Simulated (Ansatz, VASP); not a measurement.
**Two plane-wave programs on Se**

File INCAR:

```
SYSTEM = Se
ALGO = Normal
EDIFF = 1E-7
ENCUT = 520
GGA = PE
ISIF = 2
ISMEAR = 0
IVDW = 12
LASPH = .TRUE.
LCHARG = .FALSE.
LREAL = .FALSE.
LWAVE = .FALSE.
NBANDS = 16
NELM = 60
PREC = Accurate
SIGMA = 0.05
```

The input KPOINTS:

```
k-points
0
G
  12 12 8
  0 0 0
```

File POSCAR:

```
Se
1.0
    4.0493186054      0.0000000000      0.0000000000
   -2.0246593027      3.5068127803      0.0000000000
    0.0000000000      0.0000000000      5.3135158740
Se
3
Direct
    0.2473450684      0.0000000000      0.3333333333
    0.0000000000      0.2473450684      0.6666666667
    0.7526549316      0.7526549316      0.0000000000
```

Input for Ansatz:

```yaml
crystal:
  lattice:
    - [4.0493186054, 0.0, 0.0]
    - [-2.0246593027, 3.5068127803, 0.0]
    - [0.0, 0.0, 5.313515874]
  atoms:
    - { symbol: Se, position: [0.2473450684, 0.0, 0.3333333333] }
    - { symbol: Se, position: [0.0, 0.2473450684, 0.6666666667] }
    - { symbol: Se, position: [0.7526549316, 0.7526549316, 0.0] }
basis:
  ecutwfc: 420
kpoints:
  mp_grid: { grid: [12, 12, 8] }
hamiltonian:
  xc: pbe
  dispersion: d3bj
scf:
  occupations: { method: gaussian, width: 0.05 }
output:
  forces: true
  stress: true
  eigenvalues: true
```

Alike in both runs: task single point; functional PBE; dispersion D3(BJ); k mesh 12 × 12 × 8; occupations gaussian, width 0.05 eV; no spin polarisation.

|  | VASP | Ansatz |
| --- | --- | --- |
| version | VASP 6.6.1 | Ansatz 0.2.0 |
| potentials or method | VASP PAW PBE potentials, release 64 (Se), cutoff 520 eV | scalar-relativistic, plane waves, PAW |
| valence electrons in the cell | 18 | 48 |

Ansatz gave:

| Property | Result |
| --- | --- |
| gap on the k mesh at the Fermi level (eV) | 0.25 |
| least direct gap on the mesh (eV) | 0.25 |
| pressure (GPa) | -2.4 |
| traceless stress, the component that is largest in VASP (GPa) | -1.78 |
| rms of the force components (eV/Å) | 0.115 |

Task: Which values does VASP return?

Result: gap on the k mesh at the Fermi level (eV): 0.24; least direct gap on the mesh (eV): 0.24; pressure (GPa): -2.3; traceless stress, the component that is largest in VASP (GPa): -1.74; rms of the force components (eV/Å): 0.107.

Atom by atom the forces differ by 0.009 eV/Å (rms over components). VASP's potentials hold 18 valence electrons a cell and Ansatz's 48, so a difference there can come from the potentials and not from the codes.
